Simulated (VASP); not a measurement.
# ScCu (Pm-3m) in VASP: a series of runs

Runs on ScCu. Level: LDA. Tasks: single point, relaxation of volume and atoms at fixed shape.

Program: VASP 6.6.1. These are calculated values, not measurements. Logs are shortened: lines on timing, memory, paths and dates and some standing lists are left out, and cuts for length are marked.

### 1 The cell of the first run

Symmetry: Pm-3m, No. 221, cubic system. Conventional cell: a = 3.166 Å, b = 3.166 Å, c = 3.166 Å, α = 90.00°, β = 90.00°, γ = 90.00°. Within 3.6 Å of Sc (site symmetry m-3m) lie 8 Cu at 2.74 Å and 6 Sc at 3.17 Å. Cu (site symmetry m-3m) has 8 Sc at 2.74 Å and 6 Cu at 3.17 Å within 3.6 Å.

### 2 Single point, LDA

The input, INCAR:

```
SYSTEM = ScCu
PREC = Accurate ; ENCUT = 600
EDIFF = 1E-6 ; ISMEAR = 0
SIGMA = 0.1 ; LREAL = .FALSE.
LASPH = .TRUE. ; NELM = 120
ALGO = Normal ; ISIF = 2
LWAVE = .FALSE. ; LCHARG = .TRUE.
GGA = CA ; LELF = .TRUE.
LVHAR = .TRUE. ; NBANDS = 18
GGA_COMPAT = .FALSE.
```

The input, KPOINTS:

```
regular mesh
0
G
  8 8 8
  0 0 0
```

The input, POSCAR:

```
ScCu
1.0
    3.1660316916      0.0000000000      0.0000000000
    0.0000000000      3.1660316916      0.0000000000
    0.0000000000      0.0000000000      3.1660316916
Sc Cu
1 1
Direct
    0.5000000000      0.5000000000      0.5000000000
    0.0000000000      0.0000000000      0.0000000000
```

Potentials or basis: VASP PAW LDA potentials, release 64 (Sc_sv, Cu).

The run is started by

```
$ cat potpaw_LDA.64/Sc_sv/POTCAR potpaw_LDA.64/Cu/POTCAR > POTCAR
$ mpirun -np 1 vasp_std > vasp.out
```

OUTCAR:

```text
SYSTEM = ScCu
   PREC = Accurate
   ENCUT = 600
   EDIFF = 1E-6
   ISMEAR = 0
   LREAL = .FALSE.
   LASPH = .TRUE.
   NELM = 120
   ISIF = 2
   GGA = CA

 ion  position               nearest neighbor table
   1  0.500  0.500  0.500-   2 2.74   2 2.74   2 2.74   2 2.74   2 2.74   2 2.74   2 2.74   2 2.74

   2  0.000  0.000  0.000-   1 2.74   1 2.74   1 2.74   1 2.74   1 2.74   1 2.74   1 2.74   1 2.74

  LATTYP: Found a simple cubic cell.
 ALAT       =     3.1660316916

  Lattice vectors:

 A1 = (   3.1660316916,   0.0000000000,   0.0000000000)
 A2 = (   0.0000000000,   3.1660316916,   0.0000000000)
 A3 = (   0.0000000000,   0.0000000000,   3.1660316916)

Analysis of symmetry for initial positions (statically):
=====================================================================
 Subroutine PRICEL returns:
 Original cell was already a primitive cell.

 Routine SETGRP: Setting up the symmetry group for a
 simple cubic supercell.

 Subroutine GETGRP returns: Found 48 space group operations
 (whereof 48 operations were pure point group operations)
 out of a pool of 48 trial point group operations.

The static configuration has the point symmetry O_h .

Analysis of symmetry for dynamics (positions and initial velocities):
=====================================================================
 Subroutine PRICEL returns:
 Original cell was already a primitive cell.

 Routine SETGRP: Setting up the symmetry group for a
 simple cubic supercell.

 Subroutine GETGRP returns: Found 48 space group operations
 (whereof 48 operations were pure point group operations)
 out of a pool of 48 trial point group operations.

The dynamic configuration has the point symmetry O_h .

 Subroutine INISYM returns: Found 48 space group operations
 (whereof 48 operations are pure point group operations),
 and found     1 'primitive' translations

----------------------------------------------------------------------------------------

                                     Primitive cell

  volume of cell :      31.7355

  direct lattice vectors                    reciprocal lattice vectors
     3.166031692  0.000000000  0.000000000     0.315852808  0.000000000  0.000000000
     0.000000000  3.166031692  0.000000000     0.000000000  0.315852808  0.000000000
     0.000000000  0.000000000  3.166031692     0.000000000  0.000000000  0.315852808

  length of vectors
     3.166031692  3.166031692  3.166031692     0.315852808  0.315852808  0.315852808

  position of ions in fractional coordinates (direct lattice)
[... 73 lines left out ...]
   ISPIN  =      1    spin polarized calculation?
   LNONCOLLINEAR =      F non collinear calculations
   LSORBIT =      F    spin-orbit coupling
   LASPH  =      T    aspherical Exc in radial PAW
   ENCUT  =  600.0 eV  44.10 Ry    6.64 a.u.   6.32  6.32  6.32*2*pi/ulx,y,z
   NELM   =    120;   NELMIN=  2; NELMDL= -5     # of ELM steps
   EDIFF  = 0.1E-05   stopping-criterion for ELM
   LREAL  =      F    real-space projection
   EDIFFG = 0.1E-04   stopping-criterion for IOM
   NSW    =      0    number of steps for IOM
   IBRION =     -1    ionic relax: 0-MD 1-quasi-New 2-CG
   NFREE  =      0    steps in history (QN), initial steepest desc. (CG)
   ISIF   =      2    stress and relaxation
   ISYM   =      2    0-nonsym 1-usesym 2-fastsym
   POTIM  = 0.5000    time-step for ionic-motion
   TEBEG  =    0.0;   TEEND  =   0.0 temperature during run
   PSTRESS=    0.0 pullay stress
   NELECT =      22.0000    total number of electrons
   NUPDOWN=      -1.0000    fix difference up-down
   EMIN   =  10.00;   EMAX   =-10.00  energy-range for DOS
   EFERMI =   0.00;   METHOD = LEGACY
   ISMEAR =     0;   SIGMA  =   0.10  broadening in eV -4-tet -1-fermi 0-gaus
   EFERMI_NEDOS =   21; number of points for ismear=-14 and -15
   IALGO  =     38    algorithm
   IMIX   =      4    mixing-type and parameters
     AMIX     =   0.40;   BMIX     =  1.00
     AMIX_MAG =   1.60;   BMIX_MAG =  1.00
  volume/ion in A,a.u.               =      15.87       107.08
  Fermi-wavevector in a.u.,A,eV,Ry     =   1.448885  2.737995 28.562256  2.099267
  Thomas-Fermi vector in A             =   2.566674
   LORBIT       =      0    0 simple, 1 ext, 2 COOP (PROOUT), +10 PAW based schemes
   GGA     = CA    functional components
   LHFCALC =     F    Hartree Fock is set to
   AEXX    =    0.0000 exact exchange contribution
   IVDW    =     0    specifies the selected vdW correction
   LEPSILON=     F    determine dielectric tensor
   LRPA    =     F    only Hartree local field effects (RPA)
 non-spin polarized calculation
 Gauss-broadening in eV      SIGMA  =   0.10
  energy-cutoff  :      600.00
  volume of cell :       31.74
 maximum number of plane-waves:      1074
 NGX is ok and might be reduce to    28
   NGX = 13   NGY = 13   NGZ = 13

 number of electron      21.9999990 magnetization

 Free energy of the ion-electron system (eV)
  ---------------------------------------------------
  ext. energy  EPLUGINS =         0.00000000
  ---------------------------------------------------
  free energy    TOTEN  =       -11.97102330 eV

  energy without entropy =      -11.95913694  energy(sigma->0) =      -11.96508012

 E-fermi :   6.0998     XC(G=0): -11.8484

 val. band max:        6.0746724396   @ k =   0.5000   0.2500   0.2500
 cond. band min:       6.1031375741   @ k =   0.2500   0.0000   0.0000
 fundamental gap:      0.0284651345
 Fermi energy:         6.0998006137

 k-point     1 :       0.0000    0.0000    0.0000
  band No.  band energies     occupation
      1     -42.8842      2.00000
      2     -21.7257      2.00000
      3     -21.7257      2.00000
      4     -21.7257      2.00000
      5      -1.3770      2.00000
      6       1.7821      2.00000
[... 481 lines left out ...]
      5       1.6835      2.00000
      6       1.8871      2.00000
[... 10 lines left out ...]
     17      13.2686      0.00000
     18      14.4775      0.00000

 [... further k-points ...]
[... 5 lines left out ...]
  --------------------------------------------------------------------------------------
  -------------------------------------------------------------------------------------
  Total        0.1581669      0.1581669      0.1581669      0.0000000      0.0000000      0.0000000
  in kB        7.9851017      7.9851017      7.9851017      0.0000000      0.0000000      0.0000000
  external PRESSURE =       7.9851017 kB  Pullay stress =       0.0000000 kB

 VOLUME and BASIS-vectors are now :
 -----------------------------------------------------------------------------
  energy-cutoff  :      600.00
  volume of cell :       31.74
      direct lattice vectors                 reciprocal lattice vectors
     3.166031692  0.000000000  0.000000000     0.315852808  0.000000000  0.000000000
     0.000000000  3.166031692  0.000000000     0.000000000  0.315852808  0.000000000
     0.000000000  0.000000000  3.166031692     0.000000000  0.000000000  0.315852808

 POSITION                                       TOTAL-FORCE (eV/Angst)
 -----------------------------------------------------------------------------------
      1.58302      1.58302      1.58302         0.000000      0.000000      0.000000
      0.00000      0.00000      0.00000         0.000000      0.000000      0.000000
 -----------------------------------------------------------------------------------
    total drift:                               -0.000000      0.000000      0.000000

  FREE ENERGIE OF THE ION-ELECTRON SYSTEM (eV)
  ---------------------------------------------------
  free  energy   TOTEN  =       -11.9710233030 eV

  energy  without entropy=      -11.9591369424  energy(sigma->0) =      -11.96508012
```

OSZICAR:

```text
N       E                     dE             d eps       ncg     rms          rms(c)
DAV:   1     0.218143720839E+03    0.21814E+03   -0.12128E+04  1308   0.194E+03
DAV:   2    -0.478980182419E+01   -0.22293E+03   -0.21775E+03  1276   0.428E+02
DAV:   3    -0.139646157641E+02   -0.91748E+01   -0.89990E+01  1774   0.122E+02
DAV:   4    -0.140693940622E+02   -0.10478E+00   -0.10454E+00  1724   0.120E+01
DAV:   5    -0.140712858107E+02   -0.18917E-02   -0.18915E-02  1748   0.147E+00    0.129E+01
DAV:   6    -0.136213800636E+02    0.44991E+00   -0.21811E+01  1284   0.103E+02    0.757E+00
DAV:   7    -0.120289442831E+02    0.15924E+01   -0.58433E+00  1626   0.501E+01    0.157E+00
DAV:   8    -0.119891300358E+02    0.39814E-01   -0.22735E-01  1972   0.462E+00    0.104E+00
DAV:   9    -0.119775485365E+02    0.11581E-01   -0.10577E-01  1930   0.746E+00    0.516E-01
DAV:  10    -0.119711450591E+02    0.64035E-02   -0.27237E-02  1838   0.357E+00    0.101E-01
DAV:  11    -0.119710189138E+02    0.12615E-03   -0.80125E-04  2082   0.556E-01    0.199E-02
DAV:  12    -0.119710232273E+02   -0.43134E-05   -0.31809E-05  1976   0.584E-02    0.510E-03
DAV:  13    -0.119710233030E+02   -0.75685E-07   -0.10188E-06   920   0.159E-02
   1 F= -.11971023E+02 E0= -.11965080E+02  d E =-.118864E-01
```

stdout:

```text
POSCAR found type information on POSCAR ScCu
 POSCAR found :  2 types and       2 ions
 scaLAPACK will be used
 LDA part: xc-table for (Slater(with rela. corr.)+CA(PZ))
 , standard interpolation
 POSCAR, INCAR and KPOINTS ok, starting setup
 FFT: planning ... GRIDC
 FFT: planning ... GRID_SOFT
 FFT: planning ... GRID
 WAVECAR not read
 entering main loop
```

Run time: 22 s. Hardware: 1 thread of Intel Xeon 6975P-C (Granite Rapids), shared host; peak memory 0.15 GiB.

Results:

```yaml
Free_energy: -11.9710 eV
Pressure: 0.8 GPa
Band_gap_on_the_k_mesh: zero (band 11 reaches 6.50 eV, above the bottom of band 12 at 4.35 eV)
```

Levels at points of the mesh, in eV from the Fermi level:
```csv
k point,band 8,band 9,band 10,band 11,band 12,band 13,band 14,band 15
"(0.00, 0.00, 0.00)",-3.36,-3.36,-3.36,0.40,0.40,3.34,3.34,3.34
"(0.50, 0.00, 0.00)",-3.47,-3.47,-3.24,-2.26,0.10,1.34,1.34,3.23
"(0.50, 0.50, 0.00)",-3.73,-2.97,-2.02,0.18,0.18,0.85,2.62,2.62
"(0.50, 0.50, 0.50)",-2.96,-2.96,-1.75,-1.75,-1.75,3.36,4.13,4.13
```

### 3 Relaxation of volume and atoms at fixed shape, LDA

This run uses another cell than the first one, of 17.26 Å³/atom, 1.088 times its volume.

The input, INCAR:

```
PREC = Accurate
ENCUT = 600
EDIFF = 1E-7
ISMEAR = 0
SIGMA = 0.1
LREAL = F
LASPH = T
NELM = 120
ALGO = Normal
ISIF = 8
LWAVE = F
LCHARG = F
GGA = CA
IBRION = 2
NSW = 60
EDIFFG = -0.03
GGA_COMPAT = F
NELMIN = 4
```

The input, KPOINTS:

```
Automatic mesh
0
Gamma
  8 8 8
```

The input, POSCAR:

```
ScCu
1.0
    3.2560000000      0.0000000000      0.0000000000
    0.0000000000      3.2560000000      0.0000000000
    0.0000000000      0.0000000000      3.2560000000
Sc Cu
1 1
Direct
    0.5000000000      0.5000000000      0.5000000000
    0.0000000000      0.0000000000      0.0000000000
```

Potentials or basis: VASP PAW LDA potentials, release 64 (Sc_sv, Cu).

The run is started by

```
$ cat potpaw_LDA.64/Sc_sv/POTCAR potpaw_LDA.64/Cu/POTCAR > POTCAR
$ mpirun -np 1 vasp_std > vasp.out
```

Wall time 61 s (1 thread of Intel Xeon 6975P-C (Granite Rapids), shared host); peak memory 0.16 GiB.

It converged, with:

```yaml
Free_energy: -11.9719 eV
Relaxed_volume: 15.95 Å³/atom
Relaxed_cell: a = 3.171 Å, b = 3.171 Å, c = 3.171 Å, α = 90.00°, β = 90.00°, γ = 90.00°
Space_group_after_relaxing_to_0.05_Å: Pm-3m (No. 221)
Energy_gained_by_relaxing: 30.9 meV/atom
Ionic_steps: 3
Pressure_after_relaxing: 0.0 GPa
Band_gap_on_the_k_mesh: zero (band 11 reaches 6.45 eV, above the bottom of band 12 at 4.32 eV)
```

The path:
| step | energy change (eV) | largest force (eV/Å) | pressure (GPa) | volume (Å³) |
| --- | --- | --- | --- | --- |
| 1 | 0.0000 | 0.0000 | -7.03 | 34.52 |
| 2 | -0.0501 | 0.0000 | 3.77 | 30.87 |
| 3 | -0.0619 | 0.0000 | 0.04 | 31.90 |

Final structure:
```
Sc Cu
1.0
     3.17147    0.00000    0.00000
     0.00000    3.17147    0.00000
     0.00000    0.00000    3.17147
Sc Cu
1 1
Direct
  0.50000 0.50000 0.50000
  0.00000 0.00000 0.00000
```

Levels at points of the mesh, in eV from the Fermi level:
```csv
k point,band 7,band 8,band 9,band 10,band 11,band 12,band 13,band 14,band 15
"(0.00, 0.00, 0.00)",-4.29,-3.34,-3.34,-3.34,0.40,0.40,3.32,3.32,3.32
"(0.50, 0.00, 0.00)",-3.50,-3.45,-3.45,-3.23,-2.26,0.11,1.34,1.34,3.21
"(0.50, 0.50, 0.00)",-3.71,-3.71,-2.96,-2.02,0.18,0.18,0.84,2.60,2.60
"(0.50, 0.50, 0.50)",-3.82,-2.95,-2.95,-1.74,-1.74,-1.74,3.33,4.11,4.11
```
